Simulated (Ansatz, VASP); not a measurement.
One calculation of Ir, two programs

INCAR

```
SYSTEM = Ir
  PREC = Accurate
  ENCUT = 520
  EDIFF = 1E-6
  ISMEAR = 0
  SIGMA = 0.026000000000000002
  LREAL = .False.
  LASPH = .True.
  NELM = 100
  ALGO = Normal
  ISIF = 2
  LWAVE = .False.
  LCHARG = .True.
  GGA = PE
  LELF = .True.
  LVHAR = .True.
  NBANDS = 10
```

KPOINTS

```
regular mesh
0
Gamma
  12 12 12
  0 0 0
```

POSCAR

```
Ir
1.0
    0.0000000000      1.9156000000      1.9156000000
    1.9156000000      0.0000000000      1.9156000000
    1.9156000000      1.9156000000      0.0000000000
Ir
1
Direct
    0.0000000000      0.0000000000      0.0000000000
```

Contents of input.yaml:

```yaml
crystal:
  lattice:
    - [0.0, 1.9156, 1.9156]
    - [1.9156, 0.0, 1.9156]
    - [1.9156, 1.9156, 0.0]
  atoms:
    - { symbol: Ir, position: [0.0, 0.0, 0.0] }
kpoints:
  mp_grid: { grid: [12, 12, 12] }
scf:
  occupations: { method: gaussian, width: 0.026 }
hamiltonian:
  xc: pbe
  pseudopotentials: { kind: all_electron, lapw: { basis_error: 0.001 } }
output:
  forces: true
  stress: true
  eigenvalues: true
```

Alike in both runs: task single point; functional PBE; k mesh 12 × 12 × 12; occupations gaussian, width 0.026 eV; no spin polarisation.

|  | VASP | Ansatz |
| --- | --- | --- |
| version | VASP 6.6.1 | Ansatz 0.2.0 |
| potentials or method | VASP PAW PBE potentials, release 64 (Ir), cutoff 520 eV | all-electron LAPW, scalar-relativistic |

|  | VASP | Ansatz | Ansatz less VASP |
| --- | --- | --- | --- |
| gap on the k mesh at the Fermi level (eV) | none | none | - |
| pressure (GPa) | 11.8 | 11.0 | -0.73 |

A gap of «none» marks a metal or a gap that the smearing closes. Ansatz ran all-electron here, and VASP with PAW potentials.

Neither program's run includes spin-orbit coupling.
